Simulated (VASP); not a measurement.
**WC: relaxation of cell and atoms with PBE**

WC:

```xyz
6
Lattice="4.7868 0.0000 0.0000 -2.3934 4.1455 0.0000 0.0000 0.0000 3.9618" Properties=species:S:1:pos:R:3 pbc="T T T"
W     2.3934    0.0000    0.0000
W     1.1967    2.0728    0.0000
W    -1.1967    2.0728    0.0000
C     0.0000    0.0000    0.0000
C     0.0000    2.7637    1.9809
C     2.3934    1.3818    1.9809
```

```
Program                : VASP 6.6.1
Task                   : relaxation of cell and atoms
Functional             : PBE
Potentials or basis    : VASP PAW PBE potentials, release 64 (W_sv, C)
Cutoff                 : 600 eV
k mesh                 : 6 × 6 × 4
Occupations            : gaussian, width 0.1 eV
Spin                   : no spin polarisation
Dipole correction      : no
Further INCAR settings : ALGO = Normal; EDIFF = 1e-06; IBRION = 2; EDIFFG = -0.04; NSW = 90; ISIF = 3
```

| Property | Result |
| --- | --- |
| Relaxed volume | 12.52 Å³/atom |
| Relaxed cell | a = 5.287 Å, b = 5.287 Å, c = 3.102 Å, α = 90.00°, β = 90.00°, γ = 120.00° |
| Space group after relaxing (to 0.05 Å) | P6/mmm (No. 191) |
| Energy gained by relaxing | 726.0 meV/atom |
| Ionic steps | 12 |
| Pressure after relaxing | 0.0 GPa |
| Band gap on the k mesh | zero (band 27 reaches 10.05 eV, above the bottom of band 28 at 8.56 eV) |

Stress tensor (GPa, compression positive):
```
 0.07  0.00  0.00
 0.00  0.07  0.00
 0.00  0.00 -0.09
```

Step by step:
```
step  energy change (eV)  largest force (eV/Å)  pressure (GPa)  volume (Å³)
   1              0.0000                0.0000            9.89        78.62
   2             -3.5559                0.0000          -22.91        83.82
   3             -3.6188                0.0000          -22.63        83.19
   4             -3.6140                0.0000          -22.11        83.01
   5             -2.6597                0.0000           55.01        65.24
   6             -4.3215                0.0000           -0.58        75.24
   7             -4.3289                0.0000            1.50        74.69
   8             -4.3294                0.0000            2.20        74.50
   9             -4.3512                0.0000            1.95        74.60
  10             -4.3527                0.0000            1.94        74.58
  11             -4.3485                0.0000           -2.87        75.89
  12             -4.3558                0.0000            0.02        75.09
```

Final structure:
```cif
data_structure
_symmetry_space_group_name_H-M 'P 1'
_symmetry_Int_Tables_number 1
_cell_length_a 5.2871
_cell_length_b 5.2871
_cell_length_c 3.1019
_cell_angle_alpha 90.000
_cell_angle_beta 90.000
_cell_angle_gamma 120.000
_cell_volume 75.09
loop_
_atom_site_label
_atom_site_type_symbol
_atom_site_fract_x
_atom_site_fract_y
_atom_site_fract_z
_atom_site_occupancy
W1 W 0.50000 0.00000 0.00000 1
W2 W 0.50000 0.50000 0.00000 1
W3 W 0.00000 0.50000 0.00000 1
C1 C 0.00000 0.00000 0.00000 1
C2 C 0.33333 0.66667 0.50000 1
C3 C 0.66667 0.33333 0.50000 1
```

Levels at points of the mesh, in eV from the Fermi level:
| k point | band 25 | band 26 | band 27 | band 28 | band 29 | band 30 |
| --- | --- | --- | --- | --- | --- | --- |
| (0.00, 0.00, 0.00) | -1.08 | -1.08 | -0.36 | -0.36 | 0.14 | 1.16 |
| (0.50, 0.00, 0.00) | -1.35 | -1.02 | 0.24 | 0.36 | 0.38 | 0.49 |
| (0.00, 0.00, 0.50) | -1.49 | -1.49 | -0.67 | -0.67 | 0.18 | 0.88 |
| (0.50, 0.00, 0.50) | -1.37 | -1.34 | 0.22 | 0.62 | 0.83 | 0.86 |

Run time: 17 min on 1 thread of AMD EPYC 7R13, with other jobs on the host, peak memory 0.23 GiB.

Caveat: the k points lie up to 0.51 Å⁻¹ apart in the final cell; spin-orbit coupling is left out, which moves the levels of the heavy elements.
